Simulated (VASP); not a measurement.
# Ti7Al10V3 (P1) in VASP: notebook

Runs on Ti7Al10V3. Level: PBE. Tasks: single point.

All numbers are computed with VASP 6.6.1; they aren't measurements. Logs are shortened: lines on timing, memory, paths and dates and some standing lists are left out, and cuts for length are marked.

**1. The cell of the first run**

The typed cell holds 20 atoms: a = 7.619 Å, b = 7.610 Å, c = 7.363 Å, α = 105.54°, β = 103.81°, γ = 120.26°.

**2. Single point, PBE**

The input, INCAR:

```
PREC     = Accurate       # precision mode
ENCUT    = 520            # plane-wave cutoff, eV
EDIFF    = 1E-7           # SCF threshold, eV
ISMEAR   = 0              # smearing method
SIGMA    = 0.1            # smearing width, eV
LREAL    = Auto         
LASPH    = T              # aspherical terms in the spheres
NELM     = 80             # most SCF steps
ALGO     = Fast           # electronic algorithm
ISIF     = 2              # what is computed and relaxed
LWAVE    = F              # write WAVECAR
LCHARG   = T              # write CHGCAR
GGA      = PE             # functional
LELF     = T              # ELF
LVHAR    = T            
ISYM     = 0            
NBANDS   = 92             # bands
```

The input, KPOINTS:

```
Automatic mesh
0
Gamma
  2 2 2
  0.5 0.5 0.5
```

The input, POSCAR:

```
Ti7Al10V3
1.0
   -6.2915333793      3.7965965273      2.0133196011
    6.2770486306      3.7877289556     -2.0390387037
   -2.0592086042     -3.7692522273     -5.9807398366
Al Ti V
10 7 3
Direct
    0.0475148137      0.3499945624      0.9053225333
    0.5565360804      0.8573610467      0.9023577224
    0.2044920029      0.4101589580      0.6080244147
    0.2426553143      0.7518326818      0.4965132967
    0.2972858350      0.0971011424      0.3983733122
    0.7429320159      0.2569960753      0.5005761741
    0.8583830508      0.9586973646      0.2998709221
    0.4551939666      0.1586638590      0.1006267020
    0.5065922772      0.5022767554      0.0000726999
    0.9409201662      0.6384702980      0.0926020773
    0.0973320239      0.7052076172      0.7988994313
    0.1528832926      0.0522093022      0.7144788945
    0.6490850993      0.5489271041      0.6906593776
    0.7057041876      0.9074599295      0.6088559748
    0.3380537729      0.4332502482      0.2889800887
    0.4011573868      0.7949414312      0.2029369020
    0.8955738582      0.3053482025      0.2031052699
    0.5894717114      0.1881236146      0.7817246897
    1.0016772504     -0.0098731661     -0.0012862958
    0.7940343786      0.6111298162      0.3994629879
```

Potentials or basis: VASP PAW PBE potentials, release 64 (Al, Ti_sv, V_sv).

Command:

```sh
$ cat potpaw_PBE.64/Al/POTCAR potpaw_PBE.64/Ti_sv/POTCAR potpaw_PBE.64/V_sv/POTCAR > POTCAR
$ mpirun -np 1 vasp_std > vasp.out
```

OUTCAR:

```text
PREC = Accurate
   ENCUT = 520
   EDIFF = 1E-7
   ISMEAR = 0
   LREAL = Auto
   LASPH = T
   NELM = 80
   ISIF = 2
   GGA = PE
   ISYM = 0

 ion  position               nearest neighbor table
   1  0.048  0.350  0.905-  14 2.72  17 2.73  16 2.75   3 2.77  15 2.81  18 2.84  10 2.84  19 2.87
                            11 2.88   9 2.89  12 2.90   6 2.95
   2  0.557  0.857  0.902-  14 2.70   3 2.75  17 2.75  16 2.79  18 2.80  19 2.84   9 2.85   7 2.87
                            11 2.89   8 2.92   4 2.94  13 2.94
   3  0.204  0.410  0.608-   2 2.75   1 2.77   7 2.78  15 2.79   4 2.83  13 2.83   9 2.87  11 2.90
                             6 2.90  12 2.90  17 2.92   5 2.97
   4  0.243  0.752  0.497-  18 2.68  16 2.73  17 2.74  11 2.74   5 2.77   3 2.83  20 2.84  10 2.87
                            12 2.90  14 2.90   2 2.94  15 3.01
   5  0.297  0.097  0.398-  13 2.76   4 2.77   7 2.78   6 2.78  15 2.78   8 2.78  18 2.79  10 2.82
                            12 2.83  19 2.85  16 2.93   3 2.97
   6  0.743  0.257  0.501-  18 2.65  17 2.74  11 2.76   5 2.78  13 2.80  16 2.80   8 2.85  20 2.85
                            14 2.88   3 2.90   1 2.95   7 2.99
   7  0.858  0.959  0.300-  19 2.71  20 2.77   5 2.78   3 2.78   9 2.79  17 2.81  14 2.82  16 2.86
                             2 2.87  10 2.95  12 2.97   6 2.99
   8  0.455  0.159  0.101-  20 2.76  17 2.76   9 2.77   5 2.78  11 2.79  12 2.79  18 2.79  19 2.82
                            15 2.83   6 2.85   2 2.92  16 2.92
   9  0.507  0.502  0.000-  12 2.75  10 2.75  15 2.77   8 2.77  13 2.78   7 2.79  20 2.81   2 2.85
[... 9 lines left out ...]
  14  0.706  0.907  0.609-   2 2.70   1 2.72  13 2.79  12 2.81  18 2.82   7 2.82  20 2.84  19 2.87
                             6 2.88  16 2.89   4 2.90  15 2.92
  15  0.338  0.433  0.289-  19 2.71   9 2.77   5 2.78   3 2.79  20 2.81   1 2.81  16 2.82   8 2.83
                            17 2.84  13 2.88  14 2.92   4 3.01
  16  0.401  0.795  0.203-   4 2.73   1 2.75   2 2.79   6 2.80  15 2.82   7 2.86  10 2.88  14 2.89
                             9 2.90   8 2.92   5 2.93
  17  0.896  0.305  0.203-   1 2.73   4 2.74   6 2.74   2 2.75  10 2.75   8 2.76   7 2.81  15 2.84
                             3 2.92
  18  0.589  0.188  0.782-   6 2.65   4 2.68  10 2.79   5 2.79   8 2.79  12 2.80   2 2.80  14 2.82
                            13 2.84   1 2.84   9 2.94
  19  0.002  0.990  0.999-  12 2.66  15 2.71   7 2.71  13 2.75  10 2.78  11 2.79   8 2.82   2 2.84
                             5 2.85  14 2.87   1 2.87
  20  0.794  0.611  0.399-  13 2.68  10 2.76   8 2.76  12 2.77   7 2.77  15 2.81   9 2.81   4 2.84
                            14 2.84   6 2.85  11 2.91

IMPORTANT INFORMATION: All symmetrisations will be switched off!
NOSYMM: (Re-)initialisation of all symmetry stuff for point group C_1.

----------------------------------------------------------------------------------------

                                     Primitive cell

  volume of cell :     317.4186

  direct lattice vectors                    reciprocal lattice vectors
    -6.291533379  3.796596527  2.013319601    -0.095580630  0.131498901 -0.049965736
[... 120 lines left out ...]
     AMIX     =   0.40;   BMIX     =  1.00
     AMIX_MAG =   1.60;   BMIX_MAG =  1.00
  volume/ion in A,a.u.               =      15.87       107.10
  Fermi-wavevector in a.u.,A,eV,Ry     =   1.283594  2.425642 22.417160  1.647615
  Thomas-Fermi vector in A             =   2.415838
   LORBIT       =      0    0 simple, 1 ext, 2 COOP (PROOUT), +10 PAW based schemes
   GGA     = PE    functional components
   LHFCALC =     F    Hartree Fock is set to
   AEXX    =    0.0000 exact exchange contribution
   IVDW    =     0    specifies the selected vdW correction
   LEPSILON=     F    determine dielectric tensor
   LRPA    =     F    only Hartree local field effects (RPA)
 non-spin polarized calculation
 RMM-DIIS sequential band-by-band and
 Gauss-broadening in eV      SIGMA  =   0.10
  energy-cutoff  :      520.00
  volume of cell :      317.42
 maximum number of plane-waves:      8555
 NGX is ok and might be reduce to    60
   NGX = 29   NGY = 29   NGZ = 27

 number of electron     153.0000000 magnetization

 Free energy of the ion-electron system (eV)
  ---------------------------------------------------
  ext. energy  EPLUGINS =         0.00000000
  ---------------------------------------------------
  free energy    TOTEN  =      -123.68782470 eV

  energy without entropy =     -123.59058440  energy(sigma->0) =     -123.63920455

 E-fermi :   8.3733     XC(G=0): -11.1443

 val. band max:        8.3719838563   @ k =   0.2500   0.2500   0.2500
 cond. band min:       8.3769232058   @ k =  -0.2500   0.2500   0.2500
 fundamental gap:      0.0049393495
 Fermi energy:         8.3732605908

 k-point     1 :       0.2500    0.2500    0.2500
  band No.  band energies     occupation
      1     -55.6036      2.00000
      2     -55.5555      2.00000
      3     -55.5453      2.00000
      4     -48.2463      2.00000
      5     -48.2074      2.00000
      6     -48.1660      2.00000
[... 353 lines left out ...]
     87       9.4765      0.00000
     88       9.5385      0.00000
 [bands above 88 left out]

------------------------ aborting loop because EDIFF is reached ----------------------------------------

  FORCE on cell =-STRESS in cart. coord.  units (eV):
  Direction    XX          YY          ZZ          XY          YZ          ZX
  --------------------------------------------------------------------------------------
  -------------------------------------------------------------------------------------
  Total       -0.2449222     -0.1921436      0.2850351      0.0006921      0.0267947      0.0257701
  in kB       -1.2362499     -0.9698490      1.4387207      0.0034933      0.1352469      0.1300752
  external PRESSURE =      -0.2557927 kB  Pullay stress =       0.0000000 kB

 VOLUME and BASIS-vectors are now :
 -----------------------------------------------------------------------------
  energy-cutoff  :      520.00
  volume of cell :      317.42
      direct lattice vectors                 reciprocal lattice vectors
    -6.291533379  3.796596527  2.013319601    -0.095580630  0.131498901 -0.049965736
     6.277048631  3.787728956 -2.039038704     0.047627156  0.131604971 -0.099339981
    -2.059208604 -3.769252227 -5.980739837    -0.048413404 -0.000601650 -0.150155157

 POSITION                                       TOTAL-FORCE (eV/Angst)
 -----------------------------------------------------------------------------------
      0.03374     -1.90631     -6.03249         0.000193     -0.002084      0.012029
      0.02209      1.95918     -6.02447         0.001663      0.018638      0.003093
      0.03597      0.03815     -4.06106        -0.000728     -0.002938      0.018451
      2.17019      1.89752     -4.01399        -0.012101     -0.002102     -0.000284
     -2.08121     -0.00510     -1.98203         0.021065     -0.009938     -0.015378
     -4.09180      1.90725     -2.02208        -0.001598      0.024818      0.007131
[... 12 lines left out ...]
      4.14796     -0.00770     -7.98858        -0.002228     -0.036820      0.024611
     -1.98218      3.82375     -2.03656         0.001434     -0.006646      0.000171
 -----------------------------------------------------------------------------------
    total drift:                                0.022200     -0.018279     -0.021380

  FREE ENERGIE OF THE ION-ELECTRON SYSTEM (eV)
  ---------------------------------------------------
  free  energy   TOTEN  =      -123.6878247026 eV

  energy  without entropy=     -123.5905843960  energy(sigma->0) =     -123.63920455
```

OSZICAR:

```text
N       E                     dE             d eps       ncg     rms          rms(c)
DAV:   1     0.203526801313E+04    0.20353E+04   -0.73288E+04   736   0.179E+03
DAV:   2     0.108608483925E+03   -0.19267E+04   -0.18900E+04   736   0.587E+02
DAV:   3    -0.108341093237E+03   -0.21695E+03   -0.20893E+03  1128   0.176E+02
[... 50 lines left out ...]
RMM:  54    -0.123687824410E+03   -0.12297E-06   -0.16508E-06  1095   0.537E-03    0.486E-03
RMM:  55    -0.123687824510E+03   -0.99815E-07   -0.13656E-06  1060   0.521E-03    0.494E-03
RMM:  56    -0.123687824595E+03   -0.85161E-07   -0.13710E-06  1095   0.516E-03    0.496E-03
RMM:  57    -0.123687824652E+03   -0.56592E-07   -0.10136E-06  1028   0.500E-03    0.497E-03
RMM:  58    -0.123687824703E+03   -0.51008E-07   -0.98642E-07  1065   0.494E-03
   1 F= -.12368782E+03 E0= -.12363920E+03  d E =-.972403E-01
```

stdout:

```text
POSCAR found type information on POSCAR AlTiV
 POSCAR found :  3 types and      20 ions
[... 41 lines left out ...]
 num prob  num prob  num prob  num prob  num prob  num prob  num prob  num prob  num prob  num prob  num prob  num prob  num prob RMM:  50    -0.123687823657E+03   -0.28181E-06   -0.33945E-06  1110   0.632E-03    0.406E-03
 num prob  num prob  num prob  num prob  num prob  num prob  num prob  num prob  num prob  num prob  num prob  num prob  num prob  num prob  num prob  num prob  num prob  num prob  num prob  num prob  num prob  num prob  num prob  num prob  num prob  num prob  num prob  num prob  num prob  num prob  num prob  num prob  num prob  num prob  num prob  num prob  num prob  num prob  num prob  num prob  num prob  num prob WARNING in EDDRMM: call to ZHEGV failed, returncode =   8  4     56
 num prob  num prob WARNING in EDDRMM: call to ZHEGV failed, returncode
```

Run time: 10 min. Hardware: 1 thread of AMD EPYC 9R45 (Zen 5), shared host; peak memory 0.48 GiB.

Results:

```yaml
Free_energy: -123.6878 eV
Pressure: 0.0 GPa
Largest_force: 0.044 eV/Å
```

Forces on the atoms (eV/Å):
```
Al   0.000 -0.002  0.012
Al   0.002  0.019  0.003
Al  -0.001 -0.003  0.018
Al  -0.012 -0.002  0.000
Al   0.021 -0.010 -0.015
Al  -0.002  0.025  0.007
Al   0.003  0.013 -0.004
Al  -0.001  0.009  0.005
Al  -0.001  0.006  0.014
Al  -0.001  0.005  0.002
Ti   0.012 -0.007 -0.006
Ti   0.026 -0.013  0.003
Ti  -0.015  0.018 -0.011
Ti  -0.004 -0.008  0.024
Ti  -0.009  0.003 -0.025
Ti   0.016  0.012 -0.029
Ti  -0.022 -0.011 -0.019
V   -0.012 -0.009 -0.003
V   -0.002 -0.037  0.025
V    0.001 -0.007  0.000
```

Caveat: the k points lie up to 0.54 Å⁻¹ apart.

[end of part 1 of 2]
